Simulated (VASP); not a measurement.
# Dy2Be3O (P-62m) in VASP: further runs

Dy2Be3O is run at these levels: PBE; tasks: single point, relaxation of cell and atoms.

Everything below comes from runs of VASP 6.6.1. Logs are shortened: lines on timing, memory, paths and dates and some standing lists are left out, and cuts for length are marked.

### Step 1. The cell of the first run

It takes space group P-62m (No. 189, hexagonal). The conventional cell has a = 5.000 Å, b = 5.000 Å, c = 4.271 Å, α = 90.00°, β = 90.00°, γ = 120.00°. Dy (site symmetry -6) has 6 Be at 2.58 Å and 3 Dy at 2.89 Å and 3 O at 2.89 Å within 3.4 Å. Be (site symmetry m2m) has 4 Be at 2.50 Å and 4 Dy at 2.58 Å and 4 O at 3.23 to 3.34 Å within 3.4 Å. Within 3.8 Å of O (site symmetry -62m) lie 6 Dy at 2.89 Å and 12 Be at 3.23 to 3.34 Å.

The cell was generated, and may not be a known phase.

### Step 2. Single point, PBE

Contents of INCAR:

```
PREC = Accurate
ENCUT = 600
EDIFF = 1E-6
ISMEAR = 0
SIGMA = 0.1
LREAL = F
LASPH = T
NELM = 200
ALGO = Normal
ISIF = 2
LWAVE = F
LCHARG = T
GGA = PE
LELF = T
LVHAR = T
NBANDS = 24
GGA_COMPAT = F
LMAXMIX = 6
```

Contents of KPOINTS:

```
regular mesh
0
Gamma
  6 6 4
```

Contents of POSCAR:

```
Dy2Be3O
1.0
    4.9995821200      0.0000000000      0.0000000000
   -2.4997910600      4.3297651200      0.0000000000
    0.0000000000      0.0000000000      4.2710308800
Dy Be O
2 3 1
Direct
    0.3333333300      0.6666666700      0.0000000000
    0.6666666700      0.3333333300      0.0000000000
    0.4852798400      0.0000000000      0.5000000000
    0.0000000000      0.4852798400      0.5000000000
    0.5147201600      0.5147201600      0.5000000000
    0.0000000000      0.0000000000      0.0000000000
```

Potentials or basis: VASP PAW PBE potentials, release 64 (Dy_3, Be, O), 4f in core.

Run with:

```sh
$ cat potpaw_PBE.64/Dy_3/POTCAR potpaw_PBE.64/Be/POTCAR potpaw_PBE.64/O/POTCAR > POTCAR
$ mpirun -np 1 vasp_std > vasp.out
```

OUTCAR:

```text
PREC = Accurate
   ENCUT = 600
   EDIFF = 1E-6
   ISMEAR = 0
   LREAL = F
   LASPH = T
   NELM = 200
   ISIF = 2
   GGA = PE

 ion  position               nearest neighbor table
   1  0.333  0.667  0.000-   3 2.58   3 2.58   4 2.58   4 2.58   5 2.58   5 2.58   2 2.89   6 2.89
                             2 2.89   6 2.89   6 2.89   2 2.89
   2  0.667  0.333  0.000-   4 2.58   4 2.58   3 2.58   3 2.58   5 2.58   5 2.58   1 2.89   6 2.89
                             1 2.89   6 2.89   6 2.89   1 2.89
   3  0.485  0.000  0.500-   1 2.58   1 2.58   2 2.58   2 2.58
   4  0.000  0.485  0.500-   2 2.58   2 2.58   1 2.58   1 2.58
   5  0.515  0.515  0.500-   2 2.58   2 2.58   1 2.58   1 2.58
   6  0.000  0.000  0.000-   1 2.89   2 2.89   1 2.89   2 2.89   2 2.89   1 2.89

  LATTYP: Found a hexagonal cell.
 ALAT       =     4.9995821200
 C/A-ratio  =     0.8542775731

  Lattice vectors:

 A1 = (   4.9995821200,   0.0000000000,   0.0000000000)
 A2 = (  -2.4997910600,   4.3297651200,   0.0000000000)
 A3 = (   0.0000000000,   0.0000000000,   4.2710308800)

Analysis of symmetry for initial positions (statically):
=====================================================================
 Subroutine PRICEL returns:
 Original cell was already a primitive cell.

 Routine SETGRP: Setting up the symmetry group for a
 hexagonal supercell.

 Subroutine GETGRP returns: Found 12 space group operations
 (whereof 12 operations were pure point group operations)
 out of a pool of 24 trial point group operations.

The static configuration has the point symmetry D_3h.

Analysis of symmetry for dynamics (positions and initial velocities):
=====================================================================
 Subroutine PRICEL returns:
 Original cell was already a primitive cell.

 Routine SETGRP: Setting up the symmetry group for a
 hexagonal supercell.

 Subroutine GETGRP returns: Found 12 space group operations
 (whereof 12 operations were pure point group operations)
 out of a pool of 24 trial point group operations.

The dynamic configuration has the point symmetry D_3h.

 Subroutine INISYM returns: Found 12 space group operations
 (whereof 12 operations are pure point group operations),
 and found     1 'primitive' translations

----------------------------------------------------------------------------------------

                                     Primitive cell

  volume of cell :      92.4551

  direct lattice vectors                    reciprocal lattice vectors
     4.999582120  0.000000000  0.000000000     0.200016717  0.115479705  0.000000000
    -2.499791060  4.329765120  0.000000000     0.000000000  0.230959411  0.000000000
     0.000000000  0.000000000  4.271030880     0.000000000  0.000000000  0.234135512

  length of vectors
     4.999582120  4.999582116  4.271030880     0.230959410  0.230959411  0.234135512

  position of ions in fractional coordinates (direct lattice)
     0.333333330  0.666666670  0.000000000
     0.666666670  0.333333330  0.000000000
     0.485279840  0.000000000  0.500000000
     0.000000000  0.485279840  0.500000000
     0.514720160  0.514720160  0.500000000
     0.000000000  0.000000000  0.000000000

  ion indices of the primitive-cell ions
   primitive index   ion index
                 1           1
                 2           2
                 3           3
                 4           4
                 5           5
                 6           6

----------------------------------------------------------------------------------------

 KPOINTS: regular mesh

Automatic generation of k-mesh.
 Grid dimensions read from file:
 generate k-points for:    6    6    4

 Generating k-lattice:

  Cartesian coordinates                     Fractional coordinates (reciprocal lattice)
     0.033336119  0.019246618  0.000000000     0.166666667  0.000000000  0.000000000
     0.000000000  0.038493235  0.000000000     0.000000000  0.166666667  0.000000000
     0.000000000  0.000000000  0.058533878     0.000000000  0.000000000  0.250000000

  Length of vectors
     0.038493235  0.038493235  0.058533878

  Shift w.r.t. Gamma in fractional coordinates (k-lattice)
     0.000000000  0.000000000  0.000000000

 Subroutine IBZKPT returns following result:
 ===========================================

 Found     21 irreducible k-points:

 Following reciprocal coordinates:
            Coordinates               Weight
  0.000000  0.000000  0.000000      1.000000
  0.166667  0.000000  0.000000      6.000000
  0.333333 -0.000000  0.000000      6.000000
  0.500000  0.000000  0.000000      3.000000
  0.166667  0.166667  0.000000      6.000000
  0.333333  0.166667  0.000000     12.000000
[... 13 lines left out ...]
  0.333333  0.166667  0.500000     12.000000
  0.333333  0.333333  0.500000      2.000000
   k-points           NKPTS =     21   k-points in BZ     NKDIM =     21   number of bands    NBANDS=     24
   number of dos      NEDOS =    301   number of ions     NIONS =      6
   total plane-waves  NPLWV =  57600
   dimension x,y,z NGX =    40 NGY =   40 NGZ =   36
   dimension x,y,z NGXF=    80 NGYF=   80 NGZF=   72
   ions per type =               2   3   1
   NGX,Y,Z   is equivalent  to a cutoff of  13.30, 13.30, 14.01 a.u.
   NGXF,Y,Z  is equivalent  to a cutoff of  26.60, 26.60, 28.03 a.u.
 SYSTEM =  unknown system
   PREC   = accura    normal or accurate (medium, high low for compatibility)
   ISTART =      0    job   : 0-new  1-cont  2-samecut
   ICHARG =      2    charge: 1-file 2-atom 10-const
   ISPIN  =      1    spin polarized calculation?
   LNONCOLLINEAR =      F non collinear calculations
   LSORBIT =      F    spin-orbit coupling
   LASPH  =      T    aspherical Exc in radial PAW
   ENCUT  =  600.0 eV  44.10 Ry    6.64 a.u.   9.99  9.99  8.53*2*pi/ulx,y,z
   NELM   =    200;   NELMIN=  2; NELMDL= -5     # of ELM steps
   EDIFF  = 0.1E-05   stopping-criterion for ELM
   LREAL  =      F    real-space projection
   EDIFFG = 0.1E-04   stopping-criterion for IOM
   NSW    =      0    number of steps for IOM
   IBRION =     -1    ionic relax: 0-MD 1-quasi-New 2-CG
   NFREE  =      0    steps in history (QN), initial steepest desc. (CG)
   ISIF   =      2    stress and relaxation
   ISYM   =      2    0-nonsym 1-usesym 2-fastsym
   POTIM  = 0.5000    time-step for ionic-motion
   TEBEG  =    0.0;   TEEND  =   0.0 temperature during run
   PSTRESS=    0.0 pullay stress
   NELECT =      30.0000    total number of electrons
   NUPDOWN=      -1.0000    fix difference up-down
   EMIN   =  10.00;   EMAX   =-10.00  energy-range for DOS
   EFERMI =   0.00;   METHOD = LEGACY
   ISMEAR =     0;   SIGMA  =   0.10  broadening in eV -4-tet -1-fermi 0-gaus
   EFERMI_NEDOS =   21; number of points for ismear=-14 and -15
   IALGO  =     38    algorithm
   IMIX   =      4    mixing-type and parameters
     AMIX     =   0.40;   BMIX     =  1.00
     AMIX_MAG =   1.60;   BMIX_MAG =  1.00
  volume/ion in A,a.u.               =      15.41       103.99
  Fermi-wavevector in a.u.,A,eV,Ry     =   1.124963  2.125872 17.218748  1.265542
  Thomas-Fermi vector in A             =   2.261638
   LORBIT       =      0    0 simple, 1 ext, 2 COOP (PROOUT), +10 PAW based schemes
   GGA     = PE    functional components
   LHFCALC =     F    Hartree Fock is set to
   AEXX    =    0.0000 exact exchange contribution
   IVDW    =     0    specifies the selected vdW correction
   LEPSILON=     F    determine dielectric tensor
   LRPA    =     F    only Hartree local field effects (RPA)
 non-spin polarized calculation
 Gauss-broadening in eV      SIGMA  =   0.10
  energy-cutoff  :      600.00
  volume of cell :       92.46
 maximum number of plane-waves:      3120
 NGX is ok and might be reduce to    40
   NGX = 19   NGY = 19   NGZ = 17

 number of electron      30.0000005 magnetization

 Free energy of the ion-electron system (eV)
  ---------------------------------------------------
  ext. energy  EPLUGINS =         0.00000000
  ---------------------------------------------------
  free energy    TOTEN  =       -20.69291386 eV

  energy without entropy =      -20.67102368  energy(sigma->0) =      -20.68196877

 E-fermi :   3.6187     XC(G=0): -10.1857

 val. band max:        3.5970646883   @ k =   0.3333   0.1667   0.0000
 cond. band min:       3.6431564389   @ k =   0.5000   0.0000   0.0000
 fundamental gap:      0.0460917507
 Fermi energy:         3.6187354994

 k-point     1 :       0.0000    0.0000    0.0000
  band No.  band energies     occupation
      1     -20.0938      2.00000
      2     -20.0938      2.00000
      3     -19.3270      2.00000
      4     -18.8397      2.00000
      5     -18.7371      2.00000
      6     -18.7371      2.00000
[... 16 lines left out ...]
     23       7.8902      0.00000
     24       7.8902      0.00000

 k-point     2 :       0.1667    0.0000    0.0000
  band No.  band energies     occupation
      1     -20.1259      2.00000
      2     -20.0346      2.00000
      3     -19.2991      2.00000
      4     -18.8695      2.00000
      5     -18.8134      2.00000
      6     -18.6972      2.00000
[... 16 lines left out ...]
     23       8.1078      0.00000
     24       8.1798      0.00000

 k-point     3 :       0.3333   -0.0000    0.0000
  band No.  band energies     occupation
      1     -20.1852      2.00000
      2     -19.8980      2.00000
      3     -19.2267      2.00000
      4     -18.9791      2.00000
      5     -18.9457      2.00000
      6     -18.6223      2.00000
[... 16 lines left out ...]
     23       8.8508      0.00000
     24       9.4987      0.00000
[... 433 lines left out ...]
 k-point    20 :       0.3333    0.1667    0.5000
  band No.  band energies     occupation
      1     -20.2482      2.00000
      2     -19.7221      2.00000
      3     -19.2585      2.00000
      4     -19.1460      2.00000
      5     -19.0992      2.00000
      6     -18.5525      2.00000
[... 16 lines left out ...]
     23       7.6274      0.00000
     24       9.3772      0.00000

 k-point    21 :       0.3333    0.3333    0.5000
  band No.  band energies     occupation
      1     -20.2922      2.00000
      2     -19.4325      2.00000
      3     -19.4325      2.00000
      4     -19.1793      2.00000
      5     -19.1793      2.00000
      6     -18.5115      2.00000
[... 16 lines left out ...]
     23       7.4192      0.00000
     24       9.8483      0.00000

------------------------ aborting loop because EDIFF is reached ----------------------------------------

  FORCE on cell =-STRESS in cart. coord.  units (eV):
  Direction    XX          YY          ZZ          XY          YZ          ZX
  --------------------------------------------------------------------------------------
  -------------------------------------------------------------------------------------
  Total       -3.3082262     -3.3082262     21.5328927      0.0000000     -0.0000000      0.0000000
  in kB      -57.3290864    -57.3290863    373.1489316      0.0000000     -0.0000000      0.0000000
  external PRESSURE =      86.1635863 kB  Pullay stress =       0.0000000 kB

 VOLUME and BASIS-vectors are now :
 -----------------------------------------------------------------------------
  energy-cutoff  :      600.00
  volume of cell :       92.46
      direct lattice vectors                 reciprocal lattice vectors
     4.999582120  0.000000000  0.000000000     0.200016717  0.115479705  0.000000000
    -2.499791060  4.329765120  0.000000000     0.000000000  0.230959411  0.000000000
     0.000000000  0.000000000  4.271030880     0.000000000  0.000000000  0.234135512

 POSITION                                       TOTAL-FORCE (eV/Angst)
 -----------------------------------------------------------------------------------
     -0.00000      2.88651      0.00000        -0.000000      0.000000     -0.000000
      2.49979      1.44326      0.00000        -0.000000     -0.000000     -0.000000
      2.42620      0.00000      2.13552        -0.093199      0.000000      0.000000
     -1.21310      2.10115      2.13552         0.046599     -0.080713      0.000000
      1.28669      2.22862      2.13552         0.046599      0.080713     -0.000000
      0.00000      0.00000      0.00000        -0.000000     -0.000000     -0.000000
 -----------------------------------------------------------------------------------
    total drift:                                0.000000      0.000000     -0.000000

  FREE ENERGIE OF THE ION-ELECTRON SYSTEM (eV)
  ---------------------------------------------------
  free  energy   TOTEN  =       -20.6929138576 eV

  energy  without entropy=      -20.6710236828  energy(sigma->0) =      -20.68196877
```

Run time: 66 s. Hardware: 1 thread of Intel Xeon Platinum 8559C (Emerald Rapids), shared host; peak memory 0.25 GiB.

What came out:

```yaml
Free_energy: -20.6929 eV
Pressure: 8.6 GPa
Largest_force: 0.093 eV/Å
Band_gap_on_the_k_mesh: zero (bands 15 and 16 overlap by 0.78 eV)
```

Forces in eV/Å, atoms in the order of the input:
```
Dy   0.000  0.000  0.000
Dy   0.000  0.000  0.000
Be  -0.093  0.000  0.000
Be   0.047 -0.081  0.000
Be   0.047  0.081  0.000
O    0.000  0.000  0.000
```

Levels at points of the mesh, in eV from the Fermi level:
| k point | band 11 | band 12 | band 13 | band 14 | band 15 | band 16 | band 17 | band 18 | band 19 | band 20 |
| --- | --- | --- | --- | --- | --- | --- | --- | --- | --- | --- |
| (0.00, 0.00, 0.00) | -3.39 | -1.96 | -0.95 | -0.95 | 0.13 | 0.74 | 0.74 | 1.23 | 1.23 | 2.15 |
| (0.50, 0.00, 0.00) | -2.88 | -2.33 | -1.29 | -1.15 | 0.02 | 0.11 | 0.23 | 0.56 | 1.40 | 1.96 |
| (0.00, 0.00, 0.50) | -2.62 | -1.86 | -1.86 | -1.28 | -1.02 | -0.48 | -0.48 | 1.44 | 1.44 | 1.44 |
| (0.50, 0.00, 0.50) | -2.95 | -2.85 | -1.66 | -0.77 | -0.29 | -0.05 | 0.71 | 1.52 | 2.04 | 2.39 |

Caveat: the k points lie up to 0.37 Å⁻¹ apart, too coarse for converged energies and pressures of a metal; spin-orbit coupling is left out, which moves the levels of the heavy elements; the 4f electrons are frozen in the core, so they carry no moment and show no levels; the run has no spin polarisation, though such a crystal can be magnetic. Spin polarisation is off, so any magnetic state and its effect on volume and gap are missing.

(Part 1 of 2 ends here.)

The gap in the log of VASP goes by the Fermi energy; the results here count the filled bands.